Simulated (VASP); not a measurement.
A run of VASP 6.6.1 is set up as follows.

File POSCAR:

```
Fe
1.0
   -1.4430000000      1.4430000000      1.4430000000
    1.4430000000     -1.4430000000      1.4430000000
    1.4430000000      1.4430000000     -1.4430000000
Fe
1
Direct
    0.0000000000      0.0000000000      0.0000000000
```

File INCAR.step1:

```
SYSTEM = Fe
ALGO     = Normal         ! electronic algorithm
EDIFF    = 1E-6           ! SCF threshold, eV
ENCUT    = 540            ! plane-wave cutoff, eV
GGA      = PE             ! functional
GGA_COMPAT= .FALSE.      
ISMEAR   = 1              ! smearing method
ISPIN    = 2              ! spin polarisation
LASPH    = .TRUE.         ! aspherical terms in the spheres
LCHARG   = .TRUE.         ! write CHGCAR
LDAU     = .TRUE.         ! DFT+U
LDAUJ    = 0            
LDAUL    = 2              ! shell
LDAUTYPE = 2            
LDAUU    = 3              ! U, eV
LMAXMIX  = 4              ! l up to which the mixer works
LORBIT   = 11             ! projections on sites
LREAL    = .FALSE.        ! projectors in reciprocal space
LWAVE    = .FALSE.        ! write WAVECAR
MAGMOM   = 3              ! initial moments
NBANDS   = 24             ! bands
NELM     = 200            ! most SCF steps
PREC     = Accurate       ! precision mode
SIGMA    = 0.1            ! smearing width, eV
```

KPOINTS.step1

```
k-points
0
Gamma
  14 14 14
```

The input INCAR.step2:

```
SYSTEM = Fe
ALGO     = Normal         ! electronic algorithm
EDIFF    = 1E-6           ! SCF threshold, eV
EMAX     = 13.5074      
EMIN     = -11.4926     
ENCUT    = 540            ! plane-wave cutoff, eV
GGA      = PE             ! functional
GGA_COMPAT= .FALSE.      
ICHARG   = 11             ! starting density
ISMEAR   = -5             ! smearing method
ISPIN    = 2              ! spin polarisation
LASPH    = .TRUE.         ! aspherical terms in the spheres
LCHARG   = .FALSE.        ! write CHGCAR
LDAU     = .TRUE.         ! DFT+U
LDAUJ    = 0            
LDAUL    = 2              ! shell
LDAUTYPE = 2            
LDAUU    = 3              ! U, eV
LMAXMIX  = 4              ! l up to which the mixer works
LORBIT   = 11             ! projections on sites
LREAL    = .FALSE.        ! projectors in reciprocal space
LWAVE    = .FALSE.        ! write WAVECAR
MAGMOM   = 3              ! initial moments
NBANDS   = 24             ! bands
NEDOS    = 4001           ! points of the DOS
NELM     = 200            ! most SCF steps
PREC     = Accurate       ! precision mode
```

KPOINTS.step2

```
Automatic mesh
0
Gamma
  39 39 39
  0 0 0
```

Potentials or basis: VASP PAW PBE potentials, release 64 (Fe).

Run with:

```bash
$ cat potpaw_PBE.64/Fe/POTCAR > POTCAR
$ cp INCAR.step1 INCAR
$ cp KPOINTS.step1 KPOINTS
$ mpirun -np 1 vasp_std > vasp.out
$ cp INCAR.step2 INCAR
$ cp KPOINTS.step2 KPOINTS
$ mpirun -np 1 vasp_std > vasp.out
```

(1) Estimate the site moments.

(2) Estimate the net moment.

(3) Estimate the density of states at the Fermi level.

Answers

(1) Fe +2.86 μB.

(2) 2.79 μB per cell.

(3) 1.01 states/eV/atom.

Caveat: the U is typed as a test and isn't derived for this compound.
